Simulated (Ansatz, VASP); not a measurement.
Two plane-wave programs on Y

File POSCAR:

```
Y
1.0
    0.0000000000      2.5844000000      2.6838000000
    2.5844000000      0.0000000000      2.6838000000
    2.5844000000      2.5844000000      0.0000000000
Y
1
Direct
    0.0000000000      0.0000000000      0.0000000000
```

File INCAR.step1:

```
SYSTEM = Y
PREC = Accurate ; ENCUT = 520
ISMEAR = 0 ; SIGMA = 0.15
LREAL = .FALSE. ; LASPH = .TRUE.
NELM = 60 ; NBANDS = 12
GGA = PE ; ALGO = Normal
EDIFF = 1E-4 ; LWAVE = .TRUE.
LCHARG = .FALSE.
```

INCAR.step2

```
SYSTEM = Y
PREC = Accurate ; ENCUT = 520
EDIFF = 1E-6 ; ISMEAR = 0
SIGMA = 0.15 ; LREAL = .FALSE.
LASPH = .TRUE. ; NELM = 60
ALGO = Normal ; ISIF = 2
LWAVE = .FALSE. ; LCHARG = .TRUE.
METAGGA = R2SCAN ; LMIXTAU = .TRUE.
LELF = .TRUE. ; LVHAR = .TRUE.
NBANDS = 12 ; ISTART = 1
```

KPOINTS

```
regular mesh
0
G
  16 16 16
  0 0 0
```

Input for Ansatz:

```yaml
crystal:
  lattice:
    - [0.0, 2.5844, 2.6838]
    - [2.5844, 0.0, 2.6838]
    - [2.5844, 2.5844, 0.0]
  atoms:
    - { symbol: "Y", position: [0.0, 0.0, 0.0] }
basis:
  ecutwfc: 500
kpoints:
  mp_grid: { grid: [16, 16, 16] }
hamiltonian:
  xc: r2scan
scf:
  occupations: { method: gaussian, width: 0.15 }
output:
  forces: true
  stress: true
  eigenvalues: true
```

Change from the starting cell: strain +0.040 along x and y, +0.080 along z, atoms carried along.

Alike in both runs: task single point; functional r2SCAN; k mesh 16 × 16 × 16; occupations gaussian, width 0.15 eV; no spin polarisation.

|  | VASP | Ansatz |
| --- | --- | --- |
| version | VASP 6.6.1 | Ansatz 0.2.0 |
| potentials or method | VASP PAW PBE potentials, release 64 (Y_sv), cutoff 520 eV | scalar-relativistic, plane waves, PAW |
| valence electrons in the cell | 11 | 11 |

```csv
,VASP,Ansatz,Ansatz less VASP
gap on the k mesh at the Fermi level (eV),none,none,-
pressure (GPa),-2.4,-2.5,-0.12
"traceless stress, the component that is largest in VASP (GPa)",-0.47,-0.47,-0.004
```

VASP's potentials were made for PBE, not for r2SCAN. A gap of «none» marks a metal or a gap that the smearing closes. The functional is the same, so the differences come from potentials, cutoffs and numerics.
